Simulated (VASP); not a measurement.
Input of a VASP 6.6.1 run:

File INCAR:

```
PREC = Accurate ; ENCUT = 520
EDIFF = 1E-7 ; ISMEAR = 0
SIGMA = 0.1 ; LREAL = False
LASPH = True ; NELM = 150
ALGO = Fast ; ISIF = 2
LWAVE = False ; LCHARG = False
ISPIN = 2 ; MAGMOM = 5
LORBIT = 11 ; GGA = B5
ALDAX = 1.0 ; AGGAX = 1.0
AGGAC = 1.0 ; ALDAC = 0.0
NBANDS = 16
```

Contents of KPOINTS:

```
Automatic mesh
0
Gamma
  4 4 4
```

The input POSCAR:

```
Hg
1.0
    0.0311660853      2.3655555416      2.3542785300
    2.4075080318     -0.0105238062      2.3959684214
    2.3711141519      2.3708515532      0.0258700737
Hg
1
Direct
    0.0000000000      0.0000000000      0.0000000000
```

Potentials or basis: VASP PAW PBE potentials, release 64 (Hg).

The run is started by

```console
$ cat potpaw_PBE.64/Hg/POTCAR > POTCAR
$ mpirun -np 1 vasp_std > vasp.out
```

Problem. Estimate the net moment.

Solution. 0.00 μB per cell.

Problem. What does it give for the pressure?

Solution. 4.5 GPa.

Problem. Estimate the band gap on the k mesh.

Solution. Zero (filled and empty bands overlap).

Stress tensor (GPa, compression positive):
```
 4.68  0.05 -0.50
 0.05  4.98  0.13
-0.50  0.13  3.90
```

Caveat: the k points lie up to 0.58 Å⁻¹ apart; the PAW data sets were made with another functional, which shifts forces and pressure a little; spin-orbit coupling is left out, which moves the levels of the heavy elements.
